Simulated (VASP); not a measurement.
# Zr5TiN6 (P4/mmm) in VASP: single point with PBE

Aim: the single point of Zr5TiN6 with PBE.

Everything below comes from runs of VASP 6.6.1. Logs are shortened: lines on timing, memory, paths and dates and some standing lists are left out, and cuts for length are marked.

### 1 The cell of the first run

Symmetry: P4/mmm, No. 123, tetragonal system. Conventional cell: a = 3.219 Å, b = 3.219 Å, c = 13.629 Å, α = 90.00°, β = 90.00°, γ = 90.00°. Zr (site symmetry 4mm) has 6 N at 2.28 to 2.32 Å within 3.0 Å. Within 3.0 Å of Zr (site symmetry 4/mmm) lie 6 N at 2.28 to 2.31 Å. Within 2.9 Å of Zr (site symmetry 4mm) lie 6 N at 2.18 to 2.33 Å. Ti (site symmetry 4/mmm) has 6 N at 2.19 to 2.28 Å within 2.9 Å. N (site symmetry 4/mmm) has 6 Zr at 2.28 to 2.30 Å within 3.0 Å. Within 3.0 Å of N (site symmetry 4mm) lie 6 Zr at 2.28 to 2.33 Å. Within 2.9 Å of N (site symmetry 4mm) lie 1 Ti at 2.19 Å and 5 Zr at 2.28 to 2.32 Å. N (site symmetry 4/mmm) has 2 Zr at 2.18 Å and 4 Ti at 2.28 Å within 2.9 Å.

### 2 Single point, PBE, collinear spin

Input file INCAR:

```
SYSTEM = Zr5TiN6
  ALGO = Normal
  EDIFF = 1E-6
  ENCUT = 520
  GGA = PE
  ISIF = 2
  ISMEAR = 0
  ISPIN = 2
  LASPH = .True.
  LCHARG = .False.
  LMAXMIX = 4
  LORBIT = 11
  LREAL = .False.
  LWAVE = .False.
  MAGMOM = 0 0 0 0 0 1 0 0 0 0 0 0
  NBANDS = 67
  NELM = 150
  PREC = Accurate
  SIGMA = 0.1
```

Input file KPOINTS:

```
k-points
0
Gamma
  6 6 2
  0 0 0
```

Input file POSCAR:

```
Zr5TiN6
1.0
    3.2194778000      0.0000000000      0.0000000000
    0.0000000000      3.2194778000      0.0000000000
    0.0000000000      0.0000000000     13.6287621000
Zr Ti N
5 1 6
Direct
    0.0000000000      0.0000000000      0.8314730000
    0.5000000000      0.5000000000      0.0000000000
    0.0000000000      0.0000000000      0.1685270000
    0.5000000000      0.5000000000      0.3404040000
    0.5000000000      0.5000000000      0.6595960000
    0.0000000000      0.0000000000      0.5000000000
    0.0000000000      0.0000000000      0.0000000000
    0.5000000000      0.5000000000      0.1695680000
    0.0000000000      0.0000000000      0.3390780000
    0.5000000000      0.5000000000      0.5000000000
    0.0000000000      0.0000000000      0.6609220000
    0.5000000000      0.5000000000      0.8304320000
```

Potentials or basis: VASP PAW PBE potentials, release 64 (Zr_sv, Ti_sv, N).

Run with:

```bash
$ cat potpaw_PBE.64/Zr_sv/POTCAR potpaw_PBE.64/Ti_sv/POTCAR potpaw_PBE.64/N/POTCAR > POTCAR
$ mpirun -np 1 vasp_std > vasp.out
```

OUTCAR:

```text
SYSTEM = Zr5TiN6
   EDIFF = 1E-6
   ENCUT = 520
   GGA = PE
   ISIF = 2
   ISMEAR = 0
   ISPIN = 2
   LASPH = .True.
   LORBIT = 11
   LREAL = .False.
   NELM = 150
   PREC = Accurate

 ion  position               nearest neighbor table
   1  0.000  0.000  0.831-  12 2.28  12 2.28  12 2.28  12 2.28   7 2.30  11 2.32   2 3.23   2 3.23
                             2 3.23   2 3.23   5 3.27   5 3.27   5 3.27   5 3.27
   2  0.500  0.500  0.000-   7 2.28   7 2.28   7 2.28   7 2.28  12 2.31   8 2.31   3 3.23   3 3.23
                             1 3.23   3 3.23   1 3.23   1 3.23   3 3.23   1 3.23
   3  0.000  0.000  0.169-   8 2.28   8 2.28   8 2.28   8 2.28   7 2.30   9 2.32   2 3.23   2 3.23
                             2 3.23   2 3.23   4 3.27   4 3.27   4 3.27   4 3.27
   4  0.500  0.500  0.340-  10 2.18   9 2.28   9 2.28   9 2.28   9 2.28   8 2.33   6 3.15   6 3.15
                             6 3.15   6 3.15   3 3.27   3 3.27   3 3.27   3 3.27
   5  0.500  0.500  0.660-  10 2.18  11 2.28  11 2.28  11 2.28  11 2.28  12 2.33   6 3.15   6 3.15
                             6 3.15   6 3.15   1 3.27   1 3.27   1 3.27   1 3.27
   6  0.000  0.000  0.500-   9 2.19  11 2.19  10 2.28  10 2.28  10 2.28  10 2.28   5 3.15   5 3.15
                             4 3.15   5 3.15   4 3.15   4 3.15   5 3.15   4 3.15
   7  0.000  0.000  0.000-   2 2.28   2 2.28   2 2.28   2 2.28   3 2.30   1 2.30
   8  0.500  0.500  0.170-   3 2.28   3 2.28   3 2.28   3 2.28   2 2.31   4 2.33
   9  0.000  0.000  0.339-   6 2.19   4 2.28   4 2.28   4 2.28   4 2.28   3 2.32
  10  0.500  0.500  0.500-   4 2.18   5 2.18   6 2.28   6 2.28   6 2.28   6 2.28
  11  0.000  0.000  0.661-   6 2.19   5 2.28   5 2.28   5 2.28   5 2.28   1 2.32
  12  0.500  0.500  0.830-   1 2.28   1 2.28   1 2.28   1 2.28   2 2.31   5 2.33

  LATTYP: Found a simple tetragonal cell.
 ALAT       =     3.2194778000
 C/A-ratio  =     4.2332213317

  Lattice vectors:

 A1 = (   3.2194778000,   0.0000000000,   0.0000000000)
 A2 = (   0.0000000000,   3.2194778000,   0.0000000000)
 A3 = (   0.0000000000,   0.0000000000,  13.6287621000)

Analysis of symmetry for initial positions (statically):
=====================================================================
 Subroutine PRICEL returns:
 Original cell was already a primitive cell.

 Routine SETGRP: Setting up the symmetry group for a
 simple tetragonal supercell.

 Subroutine GETGRP returns: Found 16 space group operations
 (whereof 16 operations were pure point group operations)
 out of a pool of 16 trial point group operations.

The static configuration has the point symmetry D_4h.

Analysis of symmetry for dynamics (positions and initial velocities):
=====================================================================
 Subroutine PRICEL returns:
[... 1516 lines left out ...]
     63      15.7868      0.00000
 Fermi energy:        11.6609917353

 spin component 2

 k-point     1 :       0.0000    0.0000    0.0000
  band No.  band energies     occupation
      1     -46.2762      1.00000
      2     -37.8571      1.00000
      3     -37.7975      1.00000
      4     -37.7364      1.00000
      5     -37.6793      1.00000
      6     -37.6709      1.00000
[... 1309 lines left out ...]
     62      15.6854      0.00000
     63      15.7867      0.00000
 [bands above 63 left out]

------------------------ aborting loop because EDIFF is reached ----------------------------------------

  FORCE on cell =-STRESS in cart. coord.  units (eV):
  Direction    XX          YY          ZZ          XY          YZ          ZX
  --------------------------------------------------------------------------------------
  -------------------------------------------------------------------------------------
  Total        0.1017114      0.1017114      0.5391586      0.0000000      0.0000000     -0.0000000
  in kB        1.1535937      1.1535937      6.1150480      0.0000000      0.0000000     -0.0000000
  external PRESSURE =       2.8074118 kB  Pullay stress =       0.0000000 kB

 VOLUME and BASIS-vectors are now :
 -----------------------------------------------------------------------------
  energy-cutoff  :      520.00
  volume of cell :      141.26
      direct lattice vectors                 reciprocal lattice vectors
     3.219477800  0.000000000  0.000000000     0.310609379  0.000000000  0.000000000
     0.000000000  3.219477800  0.000000000     0.000000000  0.310609379  0.000000000
     0.000000000  0.000000000 13.628762100     0.000000000  0.000000000  0.073374236

 POSITION                                       TOTAL-FORCE (eV/Angst)
 -----------------------------------------------------------------------------------
      0.00000      0.00000     11.33195        -0.000000      0.000000     -0.169556
      1.60974      1.60974      0.00000         0.000000     -0.000000     -0.000000
      0.00000      0.00000      2.29681         0.000000      0.000000      0.169556
      1.60974      1.60974      4.63929         0.000000     -0.000000     -0.145145
      1.60974      1.60974      8.98948         0.000000      0.000000      0.145145
      0.00000      0.00000      6.81438         0.000000     -0.000000     -0.000000
      0.00000      0.00000      0.00000         0.000000     -0.000000     -0.000000
      1.60974      1.60974      2.31100         0.000000     -0.000000     -0.111127
      0.00000      0.00000      4.62121         0.000000     -0.000000      0.100829
      1.60974      1.60974      6.81438         0.000000     -0.000000     -0.000000
      0.00000      0.00000      9.00755         0.000000     -0.000000     -0.100829
      1.60974      1.60974     11.31776         0.000000      0.000000      0.111127
 -----------------------------------------------------------------------------------
    total drift:                                0.000000     -0.000000      0.000000

  FREE ENERGIE OF THE ION-ELECTRON SYSTEM (eV)
  ---------------------------------------------------
  free  energy   TOTEN  =      -121.1715203817 eV

  energy  without entropy=     -121.1521698652  energy(sigma->0) =     -121.16184512

 total charge

# of ion       s       p       d       tot
------------------------------------------
    1        2.162   6.033   1.672   9.867
    2        2.162   6.034   1.680   9.876
    3        2.162   6.033   1.672   9.867
    4        2.168   6.041   1.669   9.877
    5        2.168   6.041   1.669   9.877
    6        2.150   6.152   1.892  10.194
    7        1.242   2.485   0.000   3.728
    8        1.243   2.480   0.000   3.723
    9        1.242   2.478   0.000   3.720
   10        1.242   2.456   0.000   3.698
   11        1.242   2.478   0.000   3.720
   12        1.243   2.480   0.000   3.723
--------------------------------------------------
tot         20.425  51.189  10.253  81.867

 magnetization (x)

# of ion       s       p       d       tot
------------------------------------------
    1       -0.000  -0.000  -0.000  -0.000
    2       -0.000  -0.000  -0.000  -0.000
    3       -0.000  -0.000  -0.000  -0.000
    4        0.000   0.000   0.000   0.000
    5        0.000   0.000   0.000   0.000
    6        0.000   0.000   0.000   0.000
    7        0.000   0.000   0.000   0.000
    8        0.000   0.000   0.000   0.000
    9       -0.000  -0.000   0.000  -0.000
   10       -0.000  -0.000   0.000  -0.000
   11       -0.000  -0.000   0.000  -0.000
   12        0.000   0.000   0.000   0.000
--------------------------------------------------
tot          0.000  -0.000   0.000   0.000
```

OSZICAR:

```text
N       E                     dE             d eps       ncg     rms          rms(c)
DAV:   1     0.118504146191E+04    0.11850E+04   -0.52317E+04  5360   0.162E+03
DAV:   2     0.911817442001E+01   -0.11759E+04   -0.11173E+04  5774   0.494E+02
DAV:   3    -0.133449117942E+03   -0.14257E+03   -0.13955E+03  7442   0.155E+02
DAV:   4    -0.143604617514E+03   -0.10155E+02   -0.10121E+02  7992   0.372E+01
[... 14 lines left out ...]
DAV:  19    -0.121171556473E+03   -0.91298E-04   -0.29697E-04  7810   0.533E-02    0.480E-02
DAV:  20    -0.121171521346E+03    0.35127E-04   -0.26069E-04  7277   0.550E-02    0.148E-02
DAV:  21    -0.121171520163E+03    0.11824E-05   -0.12545E-05  6653   0.134E-02    0.497E-03
DAV:  22    -0.121171520382E+03   -0.21843E-06   -0.16125E-06  4792   0.469E-03
   1 F= -.12117152E+03 E0= -.12116185E+03  d E =-.193505E-01  mag=    -0.0003
```

stdout:

```text
POSCAR found type information on POSCAR ZrTiN
 POSCAR found :  3 types and      12 ions
 scaLAPACK will be used
 LDA part: xc-table for (Slater+PW92), standard interpolation
 POSCAR, INCAR and KPOINTS ok, starting setup
 FFT: planning ... GRIDC
 FFT: planning ... GRID_SOFT
 FFT: planning ... GRID
 WAVECAR not read
 entering main loop
```

Wall time 4.3 min (1 thread of Intel Xeon 6975P-C (Granite Rapids), shared host); peak memory 0.44 GiB.

What came out:

* Free energy: -121.1715 eV
* Pressure: 0.3 GPa
* Largest force: 0.170 eV/Å
* Band gap on the k mesh: zero (filled and empty bands overlap)
* Net moment: 0.00 μB per cell
* Valence electrons inside the program's atomic spheres: Zr 9.87, 9.88 (each value once); Ti 10.19; N 3.73, 3.72, 3.70 (each value once)

Forces in eV/Å, atoms in the order of the input:
```
Zr   0.000  0.000 -0.170
Zr   0.000  0.000  0.000
Zr   0.000  0.000  0.170
Zr   0.000  0.000 -0.145
Zr   0.000  0.000  0.145
Ti   0.000  0.000  0.000
N    0.000  0.000  0.000
N    0.000  0.000 -0.111
N    0.000  0.000  0.101
N    0.000  0.000  0.000
N    0.000  0.000 -0.101
N    0.000  0.000  0.111
```
